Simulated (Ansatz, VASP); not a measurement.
# Si2Ni in VASP and in Ansatz

```xyz
3
Lattice="0.0000 2.7232 2.7232 2.7232 0.0000 2.7232 2.7232 2.7232 0.0000" Properties=species:S:1:pos:R:3 pbc="T T T"
Ni    0.0000    0.0000    0.0000
Si    1.3616    1.3616    1.3616
Si    4.0848    4.0848    4.0848
```

Alike in both runs: functional PBE; k mesh 14 × 14 × 14; occupations gaussian, width 0.1 eV; no spin polarisation.

Ansatz relaxed the structure, and its values are those at the end. VASP's run is a single point on that final structure, the one shown.

```csv
,VASP,Ansatz
version,VASP 6.6.1,Ansatz 0.2.0
potentials or method,"VASP PAW PBE potentials, release 64 (Ni, Si), cutoff 600 eV","scalar-relativistic, plane waves, PAW"
valence electrons in the cell,18,26
```

```csv
,VASP,Ansatz,Ansatz less VASP
gap on the k mesh at the Fermi level (eV),none,none,-
pressure (GPa),-0.1,0.0,+0.14
```

A gap of «none» marks a metal or a gap that the smearing closes. VASP's potentials hold 18 valence electrons a cell and Ansatz's 26, so a difference there can come from the potentials and not from the codes.
